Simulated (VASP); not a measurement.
# Si7N8O2 in VASP: further runs, part 2 of 3

VASP 6.6.1. Earlier steps stand in the parts before.

## (3) Single point, PBE

File INCAR:

```
ALGO = Normal
EDIFF = 1E-6
ENCUT = 520
GGA = PE
ISIF = 2
ISMEAR = -1
ISYM = 0
LASPH = T
LCHARG = F
LREAL = Auto
LWAVE = F
NBANDS = 54
NELM = 60
PREC = Accurate
SIGMA = 0.2482
```

File KPOINTS:

```
Automatic mesh
0
Gamma
  1 1 1
  0.25 0.25 0.25
```

File POSCAR:

```
Si7N8O2
1.0
    5.8386290000      0.0627810000      0.1075870000
    0.0627810000      6.0367170000      0.0979630000
    0.1075870000      0.0979630000      5.8205090000
Si N O
7 8 2
Direct
    0.8886656033      0.6034919297      0.2092391325
    0.5556475553      0.4276056659      0.7875166953
    0.7190832675     -0.0996512629      0.7637241219
    0.3123836949      0.8220314902      0.5020545290
    0.1816186436      0.8981715191      0.9202507235
    1.2029131331      0.3114228896      0.4306938215
    0.7820183612      0.1269270023      0.3608271786
    0.8953666146      0.7737899644     -0.0305221750
    0.5453146282      0.6907197369      0.6837175679
    0.0508616566      0.5401041011      0.4456707702
    0.7283449270      0.2081689551      0.6740882454
    0.1868043396      0.0451879513      0.6586095021
    0.3220648329      0.2950358496     -0.0383663329
    0.3961262600      0.8432293171      0.1595913159
    0.3543350286      0.1774503525      0.1846200373
    0.6605185019      0.4216284057      0.1295348590
    0.8380328132      0.8608338444      0.4693625073
```

Potentials or basis: VASP PAW PBE potentials, release 64 (Si, N, O).

On the command line:

```sh
cat potpaw_PBE.64/Si/POTCAR potpaw_PBE.64/N/POTCAR potpaw_PBE.64/O/POTCAR > POTCAR
mpirun -np 1 vasp_std > vasp.out
```

OUTCAR:

```text
EDIFF = 1E-6
   ENCUT = 520
   GGA = PE
   ISIF = 2
   ISMEAR = -1
   ISYM = 0
   LASPH = T
   LREAL = Auto
   NELM = 60
   PREC = Accurate

 ion  position               nearest neighbor table
   1  0.889  0.603  0.209-   8 1.71  10 1.73  16 1.83  17 2.21   6 2.83   5 2.94   7 3.05
   2  0.556  0.428  0.788-   9 1.68  11 1.78  13 1.85  16 2.10   3 3.03   6 3.09
   3  0.719  0.900  0.764-   9 1.73   8 1.75  17 1.85  11 1.92   7 2.69   5 2.88   4 2.92   2 3.03

   4  0.312  0.822  0.502-  12 1.78   9 1.90  14 2.04  10 2.35   5 2.58   3 2.92   6 3.03
   5  0.182  0.898  0.920-  12 1.74   8 1.86  14 1.92   4 2.58   3 2.88   1 2.94
   6  0.203  0.311  0.431-  10 1.63  15 1.86  12 2.05   7 2.77   1 2.83   4 3.03   2 3.09
   7  0.782  0.127  0.361-  17 1.74  11 1.92  16 2.31   3 2.69   6 2.77   1 3.05
   8  0.895  0.774  0.969-   1 1.71   3 1.75   5 1.86
   9  0.545  0.691  0.684-   2 1.68   3 1.73   4 1.90
  10  0.051  0.540  0.446-   6 1.63   1 1.73   4 2.35
  11  0.728  0.208  0.674-   2 1.78   3 1.92   7 1.92
  12  0.187  0.045  0.659-   5 1.74   4 1.78   6 2.05
  13  0.322  0.295  0.962-  15 1.48   2 1.85
  14  0.396  0.843  0.160-   5 1.92   4 2.04
  15  0.354  0.177  0.185-  13 1.48   6 1.86
  16  0.661  0.422  0.130-   1 1.83   2 2.10   7 2.31
  17  0.838  0.861  0.469-   7 1.74   3 1.85   1 2.21

IMPORTANT INFORMATION: All symmetrisations will be switched off!
NOSYMM: (Re-)initialisation of all symmetry stuff for point group C_1.

----------------------------------------------------------------------------------------

                                     Primitive cell

  volume of cell :     205.0030

  direct lattice vectors                    reciprocal lattice vectors
     5.838629000  0.062781000  0.107587000     0.171349524 -0.001731086 -0.003138110
     0.062781000  6.036717000  0.097963000    -0.001731086  0.165715698 -0.002757107
     0.107587000  0.097963000  5.820509000    -0.003138110 -0.002757107  0.171910689

  length of vectors
[... 112 lines left out ...]
   LORBIT       =      0    0 simple, 1 ext, 2 COOP (PROOUT), +10 PAW based schemes
   GGA     = PE    functional components
   LHFCALC =     F    Hartree Fock is set to
   AEXX    =    0.0000 exact exchange contribution
   IVDW    =     0    specifies the selected vdW correction
   LEPSILON=     F    determine dielectric tensor
   LRPA    =     F    only Hartree local field effects (RPA)
 non-spin polarized calculation
  energy-cutoff  :      520.00
  volume of cell :      205.00
 maximum number of plane-waves:      5522
 NGX is ok and might be reduce to    48
   NGX = 21   NGY = 23   NGZ = 21

 number of electron      80.0000000 magnetization

 Free energy of the ion-electron system (eV)
  ---------------------------------------------------
  ext. energy  EPLUGINS =         0.00000000
  ---------------------------------------------------
  free energy    TOTEN  =      -113.83961967 eV

  energy without entropy =     -113.02631081  energy(sigma->0) =     -113.43296524

 E-fermi :   6.5429     XC(G=0): -10.3562

 val. band max:        6.1487327696   @ k =   0.2500   0.2500   0.2500
 cond. band min:       6.8736592629   @ k =   0.2500   0.2500   0.2500
 fundamental gap:      0.7249264933
 Fermi energy:         6.5428565990

 k-point     1 :       0.2500    0.2500    0.2500
  band No.  band energies     occupation
      1     -14.3438      2.00000
      2     -12.9691      2.00000
      3     -12.0006      2.00000
      4     -11.4345      2.00000
      5     -10.9996      2.00000
      6     -10.2148      2.00000
[... 44 lines left out ...]
     51      10.5791      0.00000
     52      10.7192      0.00000
 [bands above 52 left out]

------------------------ aborting loop because EDIFF is reached ----------------------------------------

  FORCE on cell =-STRESS in cart. coord.  units (eV):
  Direction    XX          YY          ZZ          XY          YZ          ZX
  --------------------------------------------------------------------------------------
  -------------------------------------------------------------------------------------
  Total       -0.4015433     -1.7071123    -33.3733762     -0.9941530      4.2318072     -5.5246877
  in kB       -3.1382155    -13.3417387   -260.8257589     -7.7696877     33.0731991    -43.1775576
  external PRESSURE =     -92.4352377 kB  Pullay stress =       0.0000000 kB

 VOLUME and BASIS-vectors are now :
 -----------------------------------------------------------------------------
  energy-cutoff  :      520.00
  volume of cell :      205.00
      direct lattice vectors                 reciprocal lattice vectors
     5.838629000  0.062781000  0.107587000     0.171349524 -0.001731086 -0.003138110
     0.062781000  6.036717000  0.097963000    -0.001731086  0.165715698 -0.002757107
     0.107587000  0.097963000  5.820509000    -0.003138110 -0.002757107  0.171910689

 POSITION                                       TOTAL-FORCE (eV/Angst)
 -----------------------------------------------------------------------------------
      5.24899      3.71940      1.37261        -3.197929     -1.333229      0.618738
      3.35579      2.69337      4.68542        -1.100387     -3.902027      2.753559
      4.33715      5.55511      4.61083         1.318881      1.216554     -1.585742
      1.92951      5.03117      3.03635        -0.520835     -1.889528     -2.081193
      1.21580      5.52356      5.46385         0.645616      0.085660      2.359649
      1.25062      1.93490      2.55920         2.034767     -3.398667      0.890462
[... 9 lines left out ...]
      3.89693      2.59941      0.86633         3.654180      3.478707     -0.394812
      4.99750      5.29520      2.90642        -1.081606      1.911911     -0.698352
 -----------------------------------------------------------------------------------
    total drift:                                0.001805      0.004480      0.000450

  FREE ENERGIE OF THE ION-ELECTRON SYSTEM (eV)
  ---------------------------------------------------
  free  energy   TOTEN  =      -113.8396196743 eV

  energy  without entropy=     -113.0263108139  energy(sigma->0) =     -113.43296524
```

OSZICAR:

```text
N       E                     dE             d eps       ncg     rms          rms(c)
DAV:   1     0.376083449280E+03    0.37608E+03   -0.38893E+04   108   0.135E+03
DAV:   2    -0.886611453288E+02   -0.46474E+03   -0.44020E+03   130   0.274E+02
DAV:   3    -0.128665626394E+03   -0.40004E+02   -0.39111E+02   136   0.808E+01
DAV:   4    -0.129546403634E+03   -0.88078E+00   -0.86900E+00   136   0.124E+01
DAV:   5    -0.129571742858E+03   -0.25339E-01   -0.25301E-01   130   0.199E+00    0.267E+01
DAV:   6    -0.114672468297E+03    0.14899E+02   -0.70598E+01   122   0.317E+01    0.134E+01
DAV:   7    -0.114128914944E+03    0.54355E+00   -0.64120E+00   136   0.126E+01    0.672E+00
DAV:   8    -0.113895184671E+03    0.23373E+00   -0.13140E+00   144   0.646E+00    0.412E+00
DAV:   9    -0.113843766928E+03    0.51418E-01   -0.29656E-01   136   0.284E+00    0.143E+00
DAV:  10    -0.113840740460E+03    0.30265E-02   -0.78231E-02   136   0.158E+00    0.708E-01
DAV:  11    -0.113839269405E+03    0.14711E-02   -0.24549E-02   152   0.850E-01    0.401E-01
DAV:  12    -0.113839206498E+03    0.62907E-04   -0.37682E-03   128   0.342E-01    0.224E-01
DAV:  13    -0.113839549544E+03   -0.34305E-03   -0.15243E-03   136   0.184E-01    0.834E-02
DAV:  14    -0.113839601352E+03   -0.51808E-04   -0.19616E-04   144   0.810E-02    0.293E-02
DAV:  15    -0.113839615390E+03   -0.14038E-04   -0.51545E-05   128   0.343E-02    0.136E-02
DAV:  16    -0.113839618292E+03   -0.29019E-05   -0.11150E-05   136   0.186E-02    0.544E-03
DAV:  17    -0.113839619469E+03   -0.11771E-05   -0.26651E-06    80   0.832E-03    0.285E-03
DAV:  18    -0.113839619674E+03   -0.20552E-06   -0.56748E-07    72   0.409E-03
   1 F= -.11383962E+03 E0= -.11343297E+03  d E =-.813309E+00
```

stdout:

```text
POSCAR found type information on POSCAR SiN O
 POSCAR found :  3 types and      17 ions
 scaLAPACK will be used
 LDA part: xc-table for (Slater+PW92), standard interpolation
 POSCAR, INCAR and KPOINTS ok, starting setup
 FFT: planning ... GRIDC
 FFT: planning ... GRID_SOFT
 FFT: planning ... GRID
 WAVECAR not read
 entering main loop
```

Run time: 42 s. Hardware: 1 thread of Intel Xeon 6975P-C, shared host; peak memory 0.32 GiB.

Results:

```
Free energy            : -113.8396 eV
Pressure               : -9.2 GPa
Largest force          : 5.061 eV/Å
Band gap on the k mesh : 0.72 eV
```

Forces on the atoms (eV/Å):
```
Si  -3.198 -1.333  0.619
Si  -1.100 -3.902  2.754
Si   1.319  1.217 -1.586
Si  -0.521 -1.890 -2.081
Si   0.646  0.086  2.360
Si   2.035 -3.399  0.890
Si   0.317  0.539  0.696
N    2.877  2.531 -0.533
N   -2.855  0.510 -0.115
N    0.299  2.279 -1.180
N   -0.940 -2.058 -0.005
N    1.770 -1.380 -1.518
N   -0.491 -1.259  2.937
N   -2.507  0.055  0.205
N   -0.222  2.614 -2.348
O    3.654  3.479 -0.395
O   -1.082  1.912 -0.698
```

Stress tensor (GPa, compression positive):
```
 -0.31  -0.78  -4.32
 -0.78  -1.33   3.31
 -4.32   3.31 -26.08
```

Levels at points of the mesh, in eV from the valence-band top:
```csv
k point,band 37,band 38,band 39,band 40,band 41,band 42,band 43,band 44
"(0.25, 0.25, 0.25)",-1.38,-0.84,-0.14,0.00,0.73,1.07,1.60,2.15
```

Caveat: the k points lie up to 1.08 Å⁻¹ apart.

## (4) Single point, PBE

File INCAR:

```
PREC     = Accurate       # precision mode
ENCUT    = 520            # plane-wave cutoff, eV
EDIFF    = 1E-7           # SCF threshold, eV
ISMEAR   = -1             # smearing method
SIGMA    = 0.2482         # smearing width, eV
LREAL    = Auto         
LASPH    = True           # aspherical terms in the spheres
NELM     = 80             # most SCF steps
ALGO     = Normal         # electronic algorithm
ISIF     = 2              # what is computed and relaxed
LWAVE    = False          # write WAVECAR
LCHARG   = True           # write CHGCAR
GGA      = PE             # functional
LELF     = True           # ELF
LVHAR    = True         
ISYM     = 0            
NBANDS   = 54             # bands
```

KPOINTS is that of step 3.

File POSCAR:

```
Si7N8O2
1.0
    5.8386290000      0.0627810000      0.1075870000
    0.0627810000      6.0367170000      0.0979630000
    0.1075870000      0.0979630000      5.8205090000
Si N O
7 8 2
Direct
    1.0674707550      0.5880114759      0.0285847261
    0.4168172164      0.4004128437      0.7113275218
    0.7352795830     -0.1801592300      0.6290711713
    0.2271160902      0.8235537347      0.3753416525
    0.1744343222      0.9728879379      0.8602603507
    1.0221374686      0.3773483325      0.5523829826
    0.6768030031      0.1808217423      0.3694144198
    0.9500775431      0.8170974720     -0.1417782040
    0.6170582651      0.5893719731      0.6654926409
    0.0872924603      0.5665285205      0.3255549700
    0.5856303599      0.1635102818      0.6645901293
    0.2717028755      0.0120248119      0.5451939540
    0.4327585725      0.3240912118      0.0190587895
    0.2621954247      0.7958923048      0.0880894064
    0.4326790362      0.2701069882      0.2265705404
    0.9125285914      0.3539611019     -0.1345044402
    0.8268222863      0.9283988614      0.3515723338
```

Potentials or basis: VASP PAW PBE potentials, release 64 (Si, N, O).

On the command line:

```sh
cat potpaw_PBE.64/Si/POTCAR potpaw_PBE.64/N/POTCAR potpaw_PBE.64/O/POTCAR > POTCAR
mpirun -np 1 vasp_std > vasp.out
```

OUTCAR:

```text
PREC = Accurate
   ENCUT = 520
   EDIFF = 1E-7
   ISMEAR = -1
   LREAL = Auto
   LASPH = True
   NELM = 80
   ISIF = 2
   GGA = PE
   ISYM = 0

 ion  position               nearest neighbor table
   1  0.067  0.588  0.029-  10 1.74  14 1.76   8 1.81  16 1.98   5 2.57   4 2.71   2 2.94   6 3.11

   2  0.417  0.400  0.711-   9 1.66  11 1.74  13 1.84   6 2.52   7 2.81   1 2.94   5 3.06
   3  0.735  0.820  0.629-   9 1.57  17 1.79   8 1.86  11 2.25   7 2.63   5 3.11
   4  0.227  0.824  0.375-  12 1.56  14 1.69  10 1.81  17 2.42   1 2.71   5 3.00   6 3.10   5 3.13

   5  0.174  0.973  0.860-   8 1.63  14 1.76  12 1.91   1 2.57   4 3.00   2 3.06   3 3.11   6 3.11
                             4 3.13
   6  0.022  0.377  0.552-  10 1.75  16 1.91   2 2.52   7 2.64   4 3.10   1 3.11   5 3.11
   7  0.677  0.181  0.369-  15 1.74  17 1.75  11 1.78   3 2.63   6 2.64   2 2.81
   8  0.950  0.817  0.858-   5 1.63   1 1.81   3 1.86
   9  0.617  0.589  0.665-   3 1.57   2 1.66
  10  0.087  0.567  0.326-   1 1.74   6 1.75   4 1.81
  11  0.586  0.164  0.665-   2 1.74   7 1.78   3 2.25
  12  0.272  0.012  0.545-   4 1.56   5 1.91
[... 164 lines left out ...]
 k-point     1 :       0.2500    0.2500    0.2500
  band No.  band energies     occupation
      1     -15.6343      2.00000
      2     -14.6694      2.00000
      3     -12.9549      2.00000
      4     -12.3580      2.00000
      5     -10.9862      2.00000
      6     -10.6383      2.00000
[... 44 lines left out ...]
     51      10.7516      0.00000
     52      11.0937      0.00000
 [bands above 52 left out]

------------------------ aborting loop because EDIFF is reached ----------------------------------------

  FORCE on cell =-STRESS in cart. coord.  units (eV):
  Direction    XX          YY          ZZ          XY          YZ          ZX
  --------------------------------------------------------------------------------------
  -------------------------------------------------------------------------------------
  Total        7.4522785     10.8051859     -8.1854037      9.8041858     -1.0053314     -2.3413902
  in kB       58.2424201     84.4466795    -63.9720754     76.6234794     -7.8570515    -18.2988639
  external PRESSURE =      26.2390081 kB  Pullay stress =       0.0000000 kB

 VOLUME and BASIS-vectors are now :
 -----------------------------------------------------------------------------
  energy-cutoff  :      520.00
  volume of cell :      205.00
      direct lattice vectors                 reciprocal lattice vectors
     5.838629000  0.062781000  0.107587000     0.171349524 -0.001731086 -0.003138110
     0.062781000  6.036717000  0.097963000    -0.001731086  0.165715698 -0.002757107
     0.107587000  0.097963000  5.820509000    -0.003138110 -0.002757107  0.171910689

 POSITION                                       TOTAL-FORCE (eV/Angst)
 -----------------------------------------------------------------------------------
      0.43393      3.55669      0.23124        -1.208136     -1.129239     -1.487125
      2.53531      2.51303      4.22436         0.142478     -0.512037      1.627937
      4.41217      5.05693      3.82094         1.755167      3.445024      1.054087
      1.41813      5.02259      2.28979        -1.482995     -3.931820     -3.808795
      1.17209      5.96827      5.12123         2.725244      2.071591     -1.254684
      0.21237      2.33345      3.25450        -0.402609     -0.268035      1.168813
[... 9 lines left out ...]
      5.44325      2.27884      5.17048         2.454480      1.018379      0.581256
      4.92362      5.69083      2.22623        -1.753037     -0.139815      1.865567
 -----------------------------------------------------------------------------------
    total drift:                               -0.004110     -0.006091     -0.001102

  FREE ENERGIE OF THE ION-ELECTRON SYSTEM (eV)
  ---------------------------------------------------
  free  energy   TOTEN  =      -115.2005091309 eV

  energy  without entropy=     -114.4637509958  energy(sigma->0) =     -114.83213006
```

Wall time 49 s (1 thread of Intel Xeon 6975P-C, shared host); peak memory 0.32 GiB.

Results:

```yaml
Free_energy: -115.2005 eV
Pressure: 2.6 GPa
Largest_force: 5.671 eV/Å
Band_gap_on_the_k_mesh: 0.48 eV
```

Forces in eV/Å, atoms in the order of the input:
```
Si  -1.208 -1.129 -1.487
Si   0.142 -0.512  1.628
Si   1.755  3.445  1.054
Si  -1.483 -3.932 -3.809
Si   2.725  2.072 -1.255
Si  -0.403 -0.268  1.169
Si   2.247  0.071  2.256
N   -4.212 -1.771 -2.740
N   -1.734 -0.158 -1.476
N   -1.740 -1.353  3.127
N    2.114 -2.620 -2.248
N   -1.302  1.446  4.325
N   -2.797  0.039  0.267
N    3.509  3.502 -1.697
N    1.685  0.289 -1.561
O    2.454  1.018  0.581
O   -1.753 -0.140  1.866
```

Stress tensor (GPa, compression positive):
```
 5.82  7.66 -1.83
 7.66  8.44 -0.79
-1.83 -0.79 -6.40
```

Levels at points of the mesh, in eV from the valence-band top:
| k point | band 36 | band 37 | band 38 | band 39 | band 40 | band 41 | band 42 | band 43 | band 44 | band 45 |
| --- | --- | --- | --- | --- | --- | --- | --- | --- | --- | --- |
| (0.25, 0.25, 0.25) | -1.71 | -1.41 | -1.09 | -0.42 | 0.00 | 0.48 | 1.64 | 1.77 | 2.33 | 3.21 |

Caveat: the k points lie up to 1.08 Å⁻¹ apart; the standard files for N, O and F lose accuracy on very short bonds.

## (5) Single point, PBE

File INCAR:

```
SYSTEM = Si7N8O2
  PREC = Accurate
  ENCUT = 520
  EDIFF = 1E-7
  ISMEAR = -1
  SIGMA = 0.2482
  LREAL = Auto
  LASPH = .True.
  NELM = 100
  ALGO = Normal
  ISIF = 2
  LWAVE = .False.
  LCHARG = .False.
  GGA = PE
  NBANDS = 54
  ISYM = 0
```

KPOINTS is that of step 4.

File POSCAR:

```
Si7N8O2
1.0
    5.8386290000      0.0627810000      0.1075870000
    0.0627810000      6.0367170000      0.0979630000
    0.1075870000      0.0979630000      5.8205090000
Si N O
7 8 2
Direct
    0.9418052743      0.5059616462      0.0310040712
    0.3582324949      0.3553411948      0.5788774747
    0.5360181995     -0.1058850307      0.6608434460
    0.3336038696      0.8356312953      0.2542222015
    0.0489394558      0.9673332407      0.9009780561
    0.9687802834      0.5546096081      0.4865587554
    0.8551254701      0.1739636873      0.4241685068
    0.8148795032      0.7413013113     -0.2731253472
    0.4328389338      0.6029244119      0.4801495666
   -0.0071861692      0.6829012817      0.2453005536
    0.6262190435      0.1741950861      0.6442524698
    0.1973432921      0.0703496063      0.4805888572
    0.3943407338      0.3925148390     -0.0383012667
    0.3263933873      0.8528456444     -0.0540622827
    0.5710282472      0.4203477453      0.0645437122
    0.9114344257      0.1561326057      0.0748637767
    0.5629592013      0.9969925942      0.2866971811
```

On the command line:

```sh
cat potpaw_PBE.64/Si/POTCAR potpaw_PBE.64/N/POTCAR potpaw_PBE.64/O/POTCAR > POTCAR
mpirun -np 1 vasp_std > vasp.out
```

Run time: 43 s. Hardware: 1 thread of Intel Xeon 6975P-C, shared host; peak memory 0.32 GiB.

The run converged. Its results:

- Free energy: -114.7815 eV
- Pressure: -14.4 GPa
- Largest force: 6.614 eV/Å
- Band gap on the k mesh: 0.80 eV

Forces in eV/Å, atoms in the order of the input:
```
Si  -0.970 -1.108 -2.397
Si   0.188 -3.206  1.316
Si   0.263 -1.293  0.304
Si   1.370  0.714  1.589
Si  -0.844 -0.542 -1.448
Si  -1.775 -1.928  6.073
Si   0.245 -0.024 -0.381
N    1.350  0.921  0.306
N    0.013  4.881 -1.714
N    1.429  2.625 -3.689
N   -0.258  0.027 -0.091
N   -2.046  0.444  0.393
N    4.708  0.275  2.882
N   -1.401  1.035 -1.070
N   -4.776  0.170 -2.950
O    1.794 -0.799  0.008
O    0.710 -2.193  0.869
```

Stress tensor (GPa, compression positive):
```
-22.87   2.06  -4.54
  2.06 -10.27  -5.62
 -4.54  -5.62 -10.09
```

Levels at points of the mesh, in eV from the valence-band top:
| k point | band 36 | band 37 | band 38 | band 39 | band 40 | band 41 | band 42 | band 43 | band 44 | band 45 |
| --- | --- | --- | --- | --- | --- | --- | --- | --- | --- | --- |
| (0.25, 0.25, 0.25) | -1.63 | -1.52 | -0.73 | -0.18 | 0.00 | 0.80 | 1.19 | 1.74 | 2.23 | 2.29 |

Caveat: the k points lie up to 1.08 Å⁻¹ apart; the standard files for N, O and F lose accuracy on very short bonds.

[end of part 2 of 3]
